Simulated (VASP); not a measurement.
# Mg2Ge2N (P6/mmm) in VASP: relaxation of cell and atoms with PBE

Aim: the relaxation of cell and atoms of Mg2Ge2N with PBE.

Everything below comes from runs of VASP 6.6.1. Logs are shortened: lines on timing, memory, paths and dates and some standing lists are left out, and cuts for length are marked.

## 1. The cell of the first run

Symmetry: P6/mmm, No. 191, hexagonal system. The conventional cell has a = 4.188 Å, b = 4.188 Å, c = 5.954 Å, α = 90.00°, β = 90.00°, γ = 120.00°. Mg (site symmetry -6m2) has 3 Mg at 2.42 Å and 3 N at 2.42 Å and 2 Ge at 2.98 Å within 3.2 Å. Within 3.2 Å of Ge (site symmetry -6m2) lie 3 Ge at 2.42 Å and 2 Mg at 2.98 Å. Within 3.2 Å of N (site symmetry 6/mmm) lie 6 Mg at 2.42 Å.

The cell was generated, and may not be a known phase.

## 2. Relaxation of cell and atoms, PBE

Contents of INCAR:

```
SYSTEM = Mg2Ge2N
PREC = Accurate ; ENCUT = 600
EDIFF = 1E-6 ; ISMEAR = 0
SIGMA = 0.1 ; LREAL = .False.
LASPH = .True. ; NELM = 100
ALGO = Normal ; ISIF = 3
LWAVE = .False. ; LCHARG = .False.
GGA = PE ; IBRION = 2
NSW = 100 ; EDIFFG = -0.01
```

Contents of KPOINTS:

```
Automatic mesh
0
Gamma
  12 12 6
  0 0 0
```

Contents of POSCAR:

```
Mg2Ge2N
1.0
    4.1883249816      0.0000000000      0.0000000000
   -2.0941624908      3.6271958334      0.0000000000
    0.0000000000      0.0000000000      5.9540987670
Mg Ge N
2 2 1
Direct
    0.3333333333      0.6666666667      0.0000000000
    0.6666666667      0.3333333333      0.0000000000
    0.3333333333      0.6666666667      0.5000000000
    0.6666666667      0.3333333333      0.5000000000
    0.0000000000      0.0000000000      0.0000000000
```

Potentials or basis: VASP PAW PBE potentials, release 64 (Mg, Ge_d, N).

The run is started by

```bash
> cat potpaw_PBE.64/Mg/POTCAR potpaw_PBE.64/Ge_d/POTCAR potpaw_PBE.64/N/POTCAR > POTCAR
> mpirun -np 1 vasp_std > vasp.out
```

OUTCAR:

```text
SYSTEM = Mg2Ge2N
   PREC = Accurate
   ENCUT = 600
   EDIFF = 1E-6
   ISMEAR = 0
   LREAL = .False.
   LASPH = .True.
   NELM = 100
   ISIF = 3
   GGA = PE
   IBRION = 2
   NSW = 100
   EDIFFG = -0.01

 ion  position               nearest neighbor table
   1  0.333  0.667  0.000-   5 2.42   2 2.42   2 2.42   5 2.42   5 2.42   2 2.42   3 2.98   3 2.98

   2  0.667  0.333  0.000-   1 2.42   5 2.42   1 2.42   5 2.42   5 2.42   1 2.42   4 2.98   4 2.98

   3  0.333  0.667  0.500-   4 2.42   4 2.42   4 2.42   1 2.98   1 2.98
   4  0.667  0.333  0.500-   3 2.42   3 2.42   3 2.42   2 2.98   2 2.98
   5  0.000  0.000  0.000-   1 2.42   2 2.42   2 2.42   1 2.42   2 2.42   1 2.42

  LATTYP: Found a hexagonal cell.
 ALAT       =     4.1883249816
 C/A-ratio  =     1.4215942634

  Lattice vectors:

 A1 = (   4.1883249816,   0.0000000000,   0.0000000000)
 A2 = (  -2.0941624908,   3.6271958334,   0.0000000000)
 A3 = (   0.0000000000,   0.0000000000,   5.9540987670)

Analysis of symmetry for initial positions (statically):
=====================================================================
 Subroutine PRICEL returns:
 Original cell was already a primitive cell.

 Routine SETGRP: Setting up the symmetry group for a
 hexagonal supercell.

 Subroutine GETGRP returns: Found 24 space group operations
 (whereof 24 operations were pure point group operations)
 out of a pool of 24 trial point group operations.

The static configuration has the point symmetry D_6h.

Analysis of symmetry for dynamics (positions and initial velocities):
=====================================================================
 Subroutine PRICEL returns:
 Original cell was already a primitive cell.

 Routine SETGRP: Setting up the symmetry group for a
 hexagonal supercell.

 Subroutine GETGRP returns: Found 24 space group operations
 (whereof 24 operations were pure point group operations)
 out of a pool of 24 trial point group operations.

The dynamic configuration has the point symmetry D_6h.

 Subroutine INISYM returns: Found 24 space group operations
 (whereof 24 operations are pure point group operations),
 and found     1 'primitive' translations

----------------------------------------------------------------------------------------

                                     Primitive cell

  volume of cell :      90.4539

  direct lattice vectors                    reciprocal lattice vectors
     4.188324982  0.000000000  0.000000000     0.238758932  0.137847534  0.000000000
    -2.094162491  3.627195833  0.000000000     0.000000000  0.275695067  0.000000000
     0.000000000  0.000000000  5.954098767     0.000000000  0.000000000  0.167951530

  length of vectors
     4.188324982  4.188324982  5.954098767     0.275695067  0.275695067  0.167951530

  position of ions in fractional coordinates (direct lattice)
     0.333333333  0.666666667  0.000000000
     0.666666667  0.333333333  0.000000000
     0.333333333  0.666666667  0.500000000
     0.666666667  0.333333333  0.500000000
     0.000000000  0.000000000  0.000000000

  ion indices of the primitive-cell ions
   primitive index   ion index
                 1           1
                 2           2
                 3           3
                 4           4
                 5           5

----------------------------------------------------------------------------------------

 KPOINTS: Automatic mesh

Automatic generation of k-mesh.
 Grid dimensions read from file:
 generate k-points for:   12   12    6

 Generating k-lattice:

  Cartesian coordinates                     Fractional coordinates (reciprocal lattice)
     0.019896578  0.011487294  0.000000000     0.083333333 -0.000000000  0.000000000
     0.000000000  0.022974589  0.000000000     0.000000000  0.083333333  0.000000000
     0.000000000  0.000000000  0.027991922     0.000000000  0.000000000  0.166666667

  Length of vectors
     0.022974589  0.022974589  0.027991922

  Shift w.r.t. Gamma in fractional coordinates (k-lattice)
     0.000000000  0.000000000  0.000000000

 Subroutine IBZKPT returns following result:
 ===========================================

 Found     76 irreducible k-points:

 Following reciprocal coordinates:
            Coordinates               Weight
  0.000000  0.000000  0.000000      1.000000
  0.083333 -0.000000  0.000000      6.000000
  0.166667 -0.000000  0.000000      6.000000
  0.250000 -0.000000  0.000000      6.000000
  0.333333 -0.000000  0.000000      6.000000
  0.416667 -0.000000  0.000000      6.000000
[... 16 lines left out ...]
  0.250000 -0.000000  0.166667     12.000000
  0.333333 -0.000000  0.166667     12.000000
 [... further k-points ...]
   k-points           NKPTS =     76   k-points in BZ     NKDIM =     76   number of bands    NBANDS=     22
   number of dos      NEDOS =    301   number of ions     NIONS =      5
   total plane-waves  NPLWV =  62208
   dimension x,y,z NGX =    36 NGY =   36 NGZ =   48
   dimension x,y,z NGXF=    72 NGYF=   72 NGZF=   96
   ions per type =               2   2   1
   NGX,Y,Z   is equivalent  to a cutoff of  14.29, 14.29, 13.40 a.u.
   NGXF,Y,Z  is equivalent  to a cutoff of  28.58, 28.58, 26.80 a.u.
 SYSTEM =  Mg2Ge2N
   PREC   = accura    normal or accurate (medium, high low for compatibility)
   ISTART =      0    job   : 0-new  1-cont  2-samecut
   ICHARG =      2    charge: 1-file 2-atom 10-const
   ISPIN  =      1    spin polarized calculation?
   LNONCOLLINEAR =      F non collinear calculations
   LSORBIT =      F    spin-orbit coupling
   LASPH  =      T    aspherical Exc in radial PAW
   ENCUT  =  600.0 eV  44.10 Ry    6.64 a.u.   8.37  8.37 11.89*2*pi/ulx,y,z
   NELM   =    100;   NELMIN=  2; NELMDL= -5     # of ELM steps
   EDIFF  = 0.1E-05   stopping-criterion for ELM
   LREAL  =      F    real-space projection
   EDIFFG = -.1E-01   stopping-criterion for IOM
   NSW    =    100    number of steps for IOM
   IBRION =      2    ionic relax: 0-MD 1-quasi-New 2-CG
   NFREE  =      1    steps in history (QN), initial steepest desc. (CG)
   ISIF   =      3    stress and relaxation
   ISYM   =      2    0-nonsym 1-usesym 2-fastsym
   POTIM  = 0.5000    time-step for ionic-motion
   TEBEG  =    0.0;   TEEND  =   0.0 temperature during run
   PSTRESS=    0.0 pullay stress
   NELECT =      37.0000    total number of electrons
   NUPDOWN=      -1.0000    fix difference up-down
   EMIN   =  10.00;   EMAX   =-10.00  energy-range for DOS
   EFERMI =   0.00;   METHOD = LEGACY
   ISMEAR =     0;   SIGMA  =   0.10  broadening in eV -4-tet -1-fermi 0-gaus
   EFERMI_NEDOS =   21; number of points for ismear=-14 and -15
   IALGO  =     38    algorithm
   IMIX   =      4    mixing-type and parameters
     AMIX     =   0.40;   BMIX     =  1.00
     AMIX_MAG =   1.60;   BMIX_MAG =  1.00
  volume/ion in A,a.u.               =      18.09       122.08
  Fermi-wavevector in a.u.,A,eV,Ry     =   1.215252  2.296493 20.093586  1.476837
  Thomas-Fermi vector in A             =   2.350645
   LORBIT       =      0    0 simple, 1 ext, 2 COOP (PROOUT), +10 PAW based schemes
   GGA     = PE    functional components
   LHFCALC =     F    Hartree Fock is set to
   AEXX    =    0.0000 exact exchange contribution
   IVDW    =     0    specifies the selected vdW correction
   LEPSILON=     F    determine dielectric tensor
   LRPA    =     F    only Hartree local field effects (RPA)
 conjugate gradient relaxation of ions
 non-spin polarized calculation
 Gauss-broadening in eV      SIGMA  =   0.10
  energy-cutoff  :      600.00
  volume of cell :       90.45
 maximum number of plane-waves:      3101
 NGX is ok and might be reduce to    36
   NGX = 17   NGY = 17   NGZ = 23

 number of electron      36.9999994 magnetization

 Free energy of the ion-electron system (eV)
  ---------------------------------------------------
  ext. energy  EPLUGINS =         0.00000000
  ---------------------------------------------------
  free energy    TOTEN  =       -17.42265491 eV

  energy without entropy =      -17.41455316  energy(sigma->0) =      -17.41860403

 E-fermi :   4.2329     XC(G=0):  -9.7610

 val. band max:        4.2308433990   @ k =   0.5000  -0.0000   0.0000
 cond. band min:       4.2520028110   @ k =   0.1667  -0.0000   0.0000
 fundamental gap:      0.0211594120
 Fermi energy:         4.2328881582

 k-point     1 :       0.0000    0.0000    0.0000
  band No.  band energies     occupation
      1     -20.7436      2.00000
      2     -20.7436      2.00000
      3     -20.7374      2.00000
      4     -20.6723      2.00000
      5     -20.6723      2.00000
      6     -20.6017      2.00000
[... 14 lines left out ...]
     21       7.3513      0.00000
     22       7.3513      0.00000

 k-point     2 :       0.0833   -0.0000    0.0000
  band No.  band energies     occupation
      1     -20.7536      2.00000
      2     -20.7525      2.00000
      3     -20.7377      2.00000
      4     -20.6732      2.00000
      5     -20.6707      2.00000
      6     -20.5921      2.00000
[... 14 lines left out ...]
     21       7.2448      0.00000
     22       7.4628      0.00000

 k-point     3 :       0.1667   -0.0000    0.0000
  band No.  band energies     occupation
      1     -20.7756      2.00000
      2     -20.7745      2.00000
      3     -20.7357      2.00000
      4     -20.6756      2.00000
      5     -20.6664      2.00000
      6     -20.5718      2.00000
[... 14 lines left out ...]
     21       6.6369      0.00000
     22       7.2931      0.00000
[... 476 lines left out ...]
 k-point    23 :       0.2500   -0.0000    0.1667
  band No.  band energies     occupation
      1     -20.7991      2.00000
      2     -20.7986      2.00000
      3     -20.7327      2.00000
      4     -20.6787      2.00000
      5     -20.6598      2.00000
      6     -20.5553      2.00000
[... 14 lines left out ...]
     21       5.8162      0.00000
     22       7.8072      0.00000

 k-point    24 :       0.3333   -0.0000    0.1667
  band No.  band energies     occupation
      1     -20.8188      2.00000
      2     -20.8185      2.00000
      3     -20.7295      2.00000
      4     -20.6818      2.00000
      5     -20.6521      2.00000
      6     -20.5639      2.00000
[... 14 lines left out ...]
     21       5.9659      0.00000
     22       7.5638      0.00000

 [... further k-points ...]

------------------------ aborting loop because EDIFF is reached ----------------------------------------

  FORCE on cell =-STRESS in cart. coord.  units (eV):
  Direction    XX          YY          ZZ          XY          YZ          ZX
  --------------------------------------------------------------------------------------
  -------------------------------------------------------------------------------------
  Total        0.0265907      0.0265907      0.0085543      0.0000000     -0.0000000      0.0000000
  in kB        0.4709907      0.4709907      0.1515187      0.0000000     -0.0000000      0.0000000
  external PRESSURE =       0.3645000 kB  Pullay stress =       0.0000000 kB

 VOLUME and BASIS-vectors are now :
 -----------------------------------------------------------------------------
  energy-cutoff  :      600.00
  volume of cell :       90.45
      direct lattice vectors                 reciprocal lattice vectors
     4.188324982  0.000000000  0.000000000     0.238758932  0.137847534  0.000000000
    -2.094162491  3.627195833  0.000000000     0.000000000  0.275695067  0.000000000
     0.000000000  0.000000000  5.954098767     0.000000000  0.000000000  0.167951530

 POSITION                                       TOTAL-FORCE (eV/Angst)
 -----------------------------------------------------------------------------------
     -0.00000      2.41813      0.00000         0.000000      0.000000      0.000000
      2.09416      1.20907      0.00000        -0.000000     -0.000000      0.000000
     -0.00000      2.41813      2.97705         0.000000     -0.000000     -0.000000
      2.09416      1.20907      2.97705        -0.000000      0.000000      0.000000
      0.00000      0.00000      0.00000        -0.000000     -0.000000      0.000000
 -----------------------------------------------------------------------------------
    total drift:                                0.000000      0.000000     -0.000000

  FREE ENERGIE OF THE ION-ELECTRON SYSTEM (eV)
  ---------------------------------------------------
  free  energy   TOTEN  =       -17.4226549095 eV

  energy  without entropy=      -17.4145531569  energy(sigma->0) =      -17.41860403

 reached required accuracy - stopping structural energy minimisation
```

It took 80 s on 1 thread of Intel Xeon 6975P-C (Granite Rapids), shared host; peak memory 0.37 GiB.

What came out:

```
Free energy             : -17.4227 eV
Pressure after relaxing : 0.0 GPa
Band gap on the k mesh  : zero (an odd number of electrons rules out a gap without spin polarisation)
```

Final structure:
```
Mg Ge N
1.0
     4.18832    0.00000    0.00000
    -2.09416    3.62720    0.00000
     0.00000    0.00000    5.95410
Mg Ge N
2 2 1
Cartesian
  0.0000 2.4181 0.0000
  2.0942 1.2091 0.0000
  0.0000 2.4181 2.9770
  2.0942 1.2091 2.9770
  0.0000 0.0000 0.0000
```

Caveat: an odd number of electrons without spin polarisation forces a metal; a magnetic or distorted state may lie lower.

The gap in the log of VASP goes by the Fermi energy; the results here count the filled bands.